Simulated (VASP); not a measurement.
# SiC (P6_3mc) in VASP: further runs

SiC is run at these levels: LDA; tasks: single point.

Program: VASP 6.6.1. These are calculated values, not measurements. Logs are shortened: lines on timing, memory, paths and dates and some standing lists are left out, and cuts for length are marked.

## Step 1: The cell of the first run

Symmetry: P6_3mc, No. 186, hexagonal system. Conventional cell: a = 3.029 Å, b = 3.029 Å, c = 5.105 Å, α = 90.00°, β = 90.00°, γ = 120.00°. Within 2.5 Å of Si (site symmetry 3m) lie 4 C at 1.86 to 1.92 Å. C (site symmetry 3m) has 4 Si at 1.86 to 1.92 Å within 2.5 Å.

## Step 2: Single point, LDA (c/a of the conventional cell at fixed volume 1.6851)

Contents of INCAR:

```
SYSTEM = SiC
ALGO     = Normal         ! electronic algorithm
EDIFF    = 1E-7           ! SCF threshold, eV
ENCUT    = 520            ! plane-wave cutoff, eV
ISIF     = 2              ! what is computed and relaxed
ISMEAR   = 0              ! smearing method
LASPH    = .TRUE.         ! aspherical terms in the spheres
LCHARG   = .FALSE.        ! write CHGCAR
LREAL    = .FALSE.        ! projectors in reciprocal space
LWAVE    = .FALSE.        ! write WAVECAR
NBANDS   = 16             ! bands
NELM     = 80             ! most SCF steps
PREC     = Accurate       ! precision mode
SIGMA    = 0.05           ! smearing width, eV
```

Contents of KPOINTS:

```
k-points
0
G
  12 12 6
  0 0 0
```

Contents of POSCAR:

```
SiC
1.0
    3.0294870667      0.0000000000      0.0000000000
   -1.5147435334      2.6236127602      0.0000000000
    0.0000000000      0.0000000000      5.1049886560
Si C
2 2
Direct
    0.3333333333      0.6666666667      0.0046041256
    0.6666666667      0.3333333333      0.5046041256
    0.3333333333      0.6666666667      0.3803958744
    0.6666666667      0.3333333333      0.8803958744
```

Potentials or basis: VASP PAW LDA potentials, release 64 (Si, C).

Started as:

```
$ cat potpaw_LDA.64/Si/POTCAR potpaw_LDA.64/C/POTCAR > POTCAR
$ mpirun -np 1 vasp_std > vasp.out
```

OUTCAR:

```text
SYSTEM = SiC
   EDIFF = 1E-7
   ENCUT = 520
   ISIF = 2
   ISMEAR = 0
   LASPH = .TRUE.
   LREAL = .FALSE.
   NELM = 80
   PREC = Accurate

 ion  position               nearest neighbor table
   1  0.333  0.667  0.005-   4 1.86   4 1.86   4 1.86   3 1.92   2 3.09   2 3.09   2 3.09   2 3.09
                             2 3.09   2 3.09
   2  0.667  0.333  0.505-   3 1.86   3 1.86   3 1.86   4 1.92   1 3.09   1 3.09   1 3.09   1 3.09
                             1 3.09   1 3.09
   3  0.333  0.667  0.380-   2 1.86   2 1.86   2 1.86   1 1.92
   4  0.667  0.333  0.880-   1 1.86   1 1.86   1 1.86   2 1.92

  LATTYP: Found a hexagonal cell.
 ALAT       =     3.0294870667
 C/A-ratio  =     1.6851000000

  Lattice vectors:

 A1 = (   3.0294870667,   0.0000000000,   0.0000000000)
 A2 = (  -1.5147435334,   2.6236127602,   0.0000000000)
 A3 = (   0.0000000000,   0.0000000000,   5.1049886560)

Analysis of symmetry for initial positions (statically):
=====================================================================
 Subroutine PRICEL returns:
 Original cell was already a primitive cell.

 Routine SETGRP: Setting up the symmetry group for a
 hexagonal supercell.

 Subroutine GETGRP returns: Found 12 space group operations
 (whereof  6 operations were pure point group operations)
 out of a pool of 24 trial point group operations.

The static configuration has the point symmetry C_3v.
 The point group associated with its full space group is C_6v.

Analysis of symmetry for dynamics (positions and initial velocities):
=====================================================================
 Subroutine PRICEL returns:
 Original cell was already a primitive cell.

 Routine SETGRP: Setting up the symmetry group for a
 hexagonal supercell.

 Subroutine GETGRP returns: Found 12 space group operations
 (whereof  6 operations were pure point group operations)
 out of a pool of 24 trial point group operations.

The dynamic configuration has the point symmetry C_3v.
 The point group associated with its full space group is C_6v.

 Subroutine INISYM returns: Found 12 space group operations
 (whereof  6 operations are pure point group operations),
 and found     1 'primitive' translations

----------------------------------------------------------------------------------------

                                     Primitive cell

  volume of cell :      40.5755

  direct lattice vectors                    reciprocal lattice vectors
     3.029487067  0.000000000  0.000000000     0.330088882  0.190576905  0.000000000
    -1.514743533  2.623612760  0.000000000     0.000000000  0.381153810  0.000000000
     0.000000000  0.000000000  5.104988656     0.000000000  0.000000000  0.195886821

  length of vectors
     3.029487067  3.029487067  5.104988656     0.381153810  0.381153810  0.195886821

  position of ions in fractional coordinates (direct lattice)
     0.333333333  0.666666667  0.004604126
     0.666666667  0.333333333  0.504604126
     0.333333333  0.666666667  0.380395874
     0.666666667  0.333333333  0.880395874

  ion indices of the primitive-cell ions
   primitive index   ion index
                 1           1
                 2           2
                 3           3
                 4           4

----------------------------------------------------------------------------------------

 KPOINTS: k-points

Automatic generation of k-mesh.
 Grid dimensions read from file:
 generate k-points for:   12   12    6

 Generating k-lattice:

  Cartesian coordinates                     Fractional coordinates (reciprocal lattice)
     0.027507407  0.015881409  0.000000000     0.083333333 -0.000000000  0.000000000
     0.000000000  0.031762818  0.000000000     0.000000000  0.083333333  0.000000000
     0.000000000  0.000000000  0.032647804     0.000000000  0.000000000  0.166666667

  Length of vectors
     0.031762818  0.031762818  0.032647804

  Shift w.r.t. Gamma in fractional coordinates (k-lattice)
     0.000000000  0.000000000  0.000000000

 Subroutine IBZKPT returns following result:
 ===========================================

 Found     76 irreducible k-points:

 Following reciprocal coordinates:
            Coordinates               Weight
  0.000000  0.000000  0.000000      1.000000
  0.083333  0.000000  0.000000      6.000000
  0.166667  0.000000  0.000000      6.000000
  0.250000  0.000000  0.000000      6.000000
  0.333333  0.000000  0.000000      6.000000
  0.416667  0.000000  0.000000      6.000000
[... 16 lines left out ...]
  0.250000  0.000000  0.166667     12.000000
  0.333333  0.000000  0.166667     12.000000
 [... further k-points ...]
   k-points           NKPTS =     76   k-points in BZ     NKDIM =     76   number of bands    NBANDS=     16
   number of dos      NEDOS =    301   number of ions     NIONS =      4
   total plane-waves  NPLWV =  23040
   dimension x,y,z NGX =    24 NGY =   24 NGZ =   40
   dimension x,y,z NGXF=    48 NGYF=   48 NGZF=   80
   ions per type =               2   2
   NGX,Y,Z   is equivalent  to a cutoff of  13.17, 13.17, 13.03 a.u.
   NGXF,Y,Z  is equivalent  to a cutoff of  26.34, 26.34, 26.05 a.u.
 SYSTEM =  SiC
   PREC   = accura    normal or accurate (medium, high low for compatibility)
   ISTART =      0    job   : 0-new  1-cont  2-samecut
   ICHARG =      2    charge: 1-file 2-atom 10-const
   ISPIN  =      1    spin polarized calculation?
   LNONCOLLINEAR =      F non collinear calculations
   LSORBIT =      F    spin-orbit coupling
   LASPH  =      T    aspherical Exc in radial PAW
   ENCUT  =  520.0 eV  38.22 Ry    6.18 a.u.   5.63  5.63  9.49*2*pi/ulx,y,z
   NELM   =     80;   NELMIN=  2; NELMDL= -5     # of ELM steps
   EDIFF  = 0.1E-06   stopping-criterion for ELM
   LREAL  =      F    real-space projection
   EDIFFG = 0.1E-05   stopping-criterion for IOM
   NSW    =      0    number of steps for IOM
   IBRION =     -1    ionic relax: 0-MD 1-quasi-New 2-CG
   NFREE  =      0    steps in history (QN), initial steepest desc. (CG)
   ISIF   =      2    stress and relaxation
   ISYM   =      2    0-nonsym 1-usesym 2-fastsym
   POTIM  = 0.5000    time-step for ionic-motion
   TEBEG  =    0.0;   TEEND  =   0.0 temperature during run
   PSTRESS=    0.0 pullay stress
   NELECT =      16.0000    total number of electrons
   NUPDOWN=      -1.0000    fix difference up-down
   EMIN   =  10.00;   EMAX   =-10.00  energy-range for DOS
   EFERMI =   0.00;   METHOD = LEGACY
   ISMEAR =     0;   SIGMA  =   0.05  broadening in eV -4-tet -1-fermi 0-gaus
   EFERMI_NEDOS =   21; number of points for ismear=-14 and -15
   IALGO  =     38    algorithm
   IMIX   =      4    mixing-type and parameters
     AMIX     =   0.40;   BMIX     =  1.00
     AMIX_MAG =   1.60;   BMIX_MAG =  1.00
  volume/ion in A,a.u.               =      10.14        68.45
  Fermi-wavevector in a.u.,A,eV,Ry     =   1.200495  2.268606 19.608550  1.441188
  Thomas-Fermi vector in A             =   2.336329
   LORBIT       =      0    0 simple, 1 ext, 2 COOP (PROOUT), +10 PAW based schemes
   GGA     = CA    functional components
   LHFCALC =     F    Hartree Fock is set to
   AEXX    =    0.0000 exact exchange contribution
   IVDW    =     0    specifies the selected vdW correction
   LEPSILON=     F    determine dielectric tensor
   LRPA    =     F    only Hartree local field effects (RPA)
 non-spin polarized calculation
 Gauss-broadening in eV      SIGMA  =   0.05
  energy-cutoff  :      520.00
  volume of cell :       40.58
 maximum number of plane-waves:      1117
 NGX is ok and might be reduce to    24
   NGX = 11   NGY = 11   NGZ = 19

 number of electron      15.9999999 magnetization

 Free energy of the ion-electron system (eV)
  ---------------------------------------------------
  ext. energy  EPLUGINS =         0.00000000
  ---------------------------------------------------
  free energy    TOTEN  =       -33.24232194 eV

  energy without entropy =      -33.24232194  energy(sigma->0) =      -33.24232194

 E-fermi :   8.6832     XC(G=0): -11.6343

 val. band max:        8.4712264939   @ k =   0.0000   0.0000   0.0000
 cond. band min:      10.4833494857   @ k =   0.3333   0.3333   0.0000
 fundamental gap:      2.0121229918
 Fermi energy:         8.6831565427

 k-point     1 :       0.0000    0.0000    0.0000
  band No.  band energies     occupation
      1      -7.2003      2.00000
      2      -3.7313      2.00000
      3      -0.4304      2.00000
      4       7.2749      2.00000
      5       7.2749      2.00000
      6       8.2020      2.00000
[... 8 lines left out ...]
     15      17.4774      0.00000
     16      19.6668      0.00000

 k-point     2 :       0.0833    0.0000    0.0000
  band No.  band energies     occupation
      1      -7.0749      2.00000
      2      -3.6216      2.00000
      3      -0.3131      2.00000
      4       6.5858      2.00000
      5       7.0561      2.00000
      6       8.0140      2.00000
[... 8 lines left out ...]
     15      17.7834      0.00000
     16      18.9341      0.00000

 k-point     3 :       0.1667    0.0000    0.0000
  band No.  band energies     occupation
      1      -6.7017      2.00000
      2      -3.3003      2.00000
      3       0.0307      2.00000
      4       5.0621      2.00000
      5       6.5634      2.00000
      6       6.8793      2.00000
[... 8 lines left out ...]
     15      18.0792      0.00000
     16      18.4563      0.00000

 k-point     4 :       0.2500    0.0000    0.0000
  band No.  band energies     occupation
      1      -6.0913      2.00000
      2      -2.7986      2.00000
      3       0.5607      2.00000
      4       3.3628      2.00000
      5       5.4553      2.00000
      6       6.0302      2.00000
[... 8 lines left out ...]
     15      18.5524      0.00000
     16      19.4168      0.00000
[... 324 lines left out ...]
 k-point    22 :       0.1667    0.0000    0.1667
  band No.  band energies     occupation
      1      -6.5707      2.00000
      2      -3.8056      2.00000
      3       0.7374      2.00000
      4       5.1725      2.00000
      5       6.5150      2.00000
      6       6.6485      2.00000
[... 8 lines left out ...]
     15      18.3093      0.00000
     16      18.7039      0.00000

 k-point    23 :       0.2500    0.0000    0.1667
  band No.  band energies     occupation
      1      -5.9622      2.00000
      2      -3.2722      2.00000
      3       1.1744      2.00000
      4       3.5372      2.00000
      5       5.1000      2.00000
      6       6.1223      2.00000
[... 8 lines left out ...]
     15      19.1519      0.00000
     16      19.3513      0.00000

 k-point    24 :       0.3333    0.0000    0.1667
  band No.  band energies     occupation
      1      -5.1444      2.00000
      2      -2.6201      2.00000
      3       1.1259      2.00000
      4       2.6572      2.00000
      5       3.6124      2.00000
      6       5.6860      2.00000
[... 8 lines left out ...]
     15      19.6495      0.00000
     16      20.6131      0.00000

 [... further k-points ...]
[... 5 lines left out ...]
  --------------------------------------------------------------------------------------
  -------------------------------------------------------------------------------------
  Total        1.4523286      1.4523286     -2.3474508     -0.0000000      0.0000000      0.0000000
  in kB       57.3471537     57.3471537    -92.6922563     -0.0000000      0.0000000      0.0000000
  external PRESSURE =       7.3340170 kB  Pullay stress =       0.0000000 kB

 VOLUME and BASIS-vectors are now :
 -----------------------------------------------------------------------------
  energy-cutoff  :      520.00
  volume of cell :       40.58
      direct lattice vectors                 reciprocal lattice vectors
     3.029487067  0.000000000  0.000000000     0.330088882  0.190576905  0.000000000
    -1.514743533  2.623612760  0.000000000     0.000000000  0.381153810  0.000000000
     0.000000000  0.000000000  5.104988656     0.000000000  0.000000000  0.195886821

 POSITION                                       TOTAL-FORCE (eV/Angst)
 -----------------------------------------------------------------------------------
     -0.00000      1.74908      0.02350         0.000000     -0.000000      0.236902
      1.51474      0.87454      2.57600        -0.000000      0.000000      0.236902
     -0.00000      1.74908      1.94192        -0.000000      0.000000     -0.236902
      1.51474      0.87454      4.49441         0.000000     -0.000000     -0.236902
 -----------------------------------------------------------------------------------
    total drift:                               -0.000000      0.000000     -0.000032

  FREE ENERGIE OF THE ION-ELECTRON SYSTEM (eV)
  ---------------------------------------------------
  free  energy   TOTEN  =       -33.2423219362 eV

  energy  without entropy=      -33.2423219362  energy(sigma->0) =      -33.24232194
```

Wall time 17 s (1 thread of Intel Xeon 6975P-C (Granite Rapids), shared host); peak memory 0.16 GiB.

Results:

- Free energy: -33.2423 eV
- Pressure: 0.7 GPa
- Largest force: 0.237 eV/Å
- Band gap on the k mesh: 2.01 eV, indirect (least direct gap 4.15 eV)

Forces on the atoms (eV/Å):
```
Si   0.000  0.000  0.237
Si   0.000  0.000  0.237
C    0.000  0.000 -0.237
C    0.000  0.000 -0.237
```

Stress tensor (GPa, compression positive):
```
 5.73  0.00  0.00
 0.00  5.73  0.00
 0.00  0.00 -9.27
```

 A k mesh can miss the band edges.

## Step 3: Single point, LDA (c/a of the conventional cell at fixed volume 1.7726)

Contents of INCAR:

```
SYSTEM = SiC
PREC     = Accurate       ! precision mode
ENCUT    = 520            ! plane-wave cutoff, eV
EDIFF    = 1E-6           ! SCF threshold, eV
ISMEAR   = 0              ! smearing method
SIGMA    = 0.05           ! smearing width, eV
LREAL    = .False.        ! projectors in reciprocal space
LASPH    = .True.         ! aspherical terms in the spheres
NELM     = 60             ! most SCF steps
ALGO     = Normal         ! electronic algorithm
ISIF     = 2              ! what is computed and relaxed
LWAVE    = .False.        ! write WAVECAR
LCHARG   = .False.        ! write CHGCAR
GGA      = CA             ! functional
NBANDS   = 16             ! bands
```

Contents of KPOINTS:

```
regular mesh
0
Gamma
  12 12 6
  0 0 0
```

Contents of POSCAR:

```
SiC
1.0
    2.9787958993      0.0000000000      0.0000000000
   -1.4893979497      2.5797129215      0.0000000000
    0.0000000000      0.0000000000      5.2802136111
Si C
2 2
Direct
    0.3333333333      0.6666666667      0.0046041256
    0.6666666667      0.3333333333      0.5046041256
    0.3333333333      0.6666666667      0.3953475106
    0.6666666667      0.3333333333      0.8953475106
```

Potentials or basis: VASP PAW LDA potentials, release 64 (Si, C).

Started as:

```
$ cat potpaw_LDA.64/Si/POTCAR potpaw_LDA.64/C/POTCAR > POTCAR
$ mpirun -np 1 vasp_std > vasp.out
```

Wall time 37 s (1 thread of Intel Xeon 8259CL, shared host); peak memory 0.16 GiB.

Results (log left out):

```
Free energy            : -32.8366 eV
Pressure               : 5.7 GPa
Largest force          : 1.447 eV/Å
Band gap on the k mesh : 2.42 eV, indirect (least direct gap 4.67 eV)
```

Forces in eV/Å, atoms in the order of the input:
```
Si   0.000  0.000  1.447
Si   0.000  0.000  1.447
C    0.000  0.000 -1.447
C    0.000  0.000 -1.447
```

Stress tensor (GPa, compression positive):
```
 20.65   0.00   0.00
  0.00  20.65   0.00
  0.00   0.00 -24.31
```

Levels at points of the mesh, in eV from the valence-band top:
| k point | band 4 | band 5 | band 6 | band 7 | band 8 | band 9 | band 10 | band 11 | band 12 | band 13 |
| --- | --- | --- | --- | --- | --- | --- | --- | --- | --- | --- |
| (0.00, 0.00, 0.00) | -0.91 | -0.91 | 0.00 | 0.00 | 0.00 | 4.66 | 6.28 | 7.47 | 7.47 | 8.58 |
| (0.50, 0.00, 0.00) | -6.83 | -4.94 | -2.98 | -2.82 | -1.42 | 3.39 | 4.06 | 6.91 | 8.04 | 8.72 |
| (0.00, 0.00, 0.50) | -4.71 | -0.48 | -0.48 | -0.48 | -0.48 | 6.93 | 6.93 | 8.03 | 8.03 | 8.03 |
| (0.50, 0.00, 0.50) | -8.30 | -2.31 | -2.31 | -2.25 | -2.25 | 3.12 | 3.12 | 5.10 | 5.10 | 10.74 |

Caveat: forces of over 1 eV/Å act on the atoms, so gaps and moduli don't describe the material at rest. A k mesh can miss the band edges.

## Step 4: Single point, LDA (c/a of the conventional cell at fixed volume 1.5975)

Contents of INCAR:

```
PREC = Accurate
ENCUT = 520
EDIFF = 1E-7
ISMEAR = 0
SIGMA = 0.05
LREAL = F
LASPH = T
NELM = 80
ALGO = Normal
ISIF = 2
LWAVE = F
LCHARG = F
GGA = CA
NBANDS = 16
```

Contents of KPOINTS:

```
regular mesh
0
Gamma
  12 12 6
```

Contents of POSCAR:

```
SiC
1.0
    3.0838793107      0.0000000000      0.0000000000
   -1.5419396554      2.6707178252      0.0000000000
    0.0000000000      0.0000000000      4.9264971988
Si C
2 2
Direct
    0.3333333333      0.6666666667      0.0046041256
    0.6666666667      0.3333333333      0.5046041256
    0.3333333333      0.6666666667      0.3654442382
    0.6666666667      0.3333333333      0.8654442382
```

Started as:

```
$ cat potpaw_LDA.64/Si/POTCAR potpaw_LDA.64/C/POTCAR > POTCAR
$ mpirun -np 1 vasp_std > vasp.out
```

Wall time 52 s (1 thread of Intel Xeon 8259CL, shared host); peak memory 0.16 GiB.

Results (log left out):

* Free energy: -33.0692 eV
* Pressure: 2.2 GPa
* Largest force: 2.087 eV/Å
* Band gap on the k mesh: 1.74 eV, indirect (least direct gap 3.51 eV)

Forces on the atoms (eV/Å):
```
Si   0.000  0.000 -2.087
Si   0.000  0.000 -2.087
C    0.000  0.000  2.087
C    0.000  0.000  2.087
```

Stress tensor (GPa, compression positive):
```
-7.54  0.00  0.00
 0.00 -7.54  0.00
 0.00  0.00 21.74
```

Levels at points of the mesh, in eV from the valence-band top:
```tsv
k point	band 5	band 6	band 7	band 8	band 9	band 10	band 11	band 12
(0.00, 0.00, 0.00)	-1.52	-0.60	0.00	0.00	4.40	6.33	6.33	6.53
(0.50, 0.00, 0.00)	-5.91	-3.81	-3.55	-1.08	2.43	3.94	6.49	6.72
(0.00, 0.00, 0.50)	-0.83	-0.83	-0.83	-0.83	5.61	5.61	7.06	7.06
(0.50, 0.00, 0.50)	-2.58	-2.58	-2.56	-2.56	3.12	3.12	5.39	5.39
```

Caveat: forces of over 1 eV/Å act on the atoms, so gaps and moduli don't describe the material at rest.

[end of part 1 of 2]
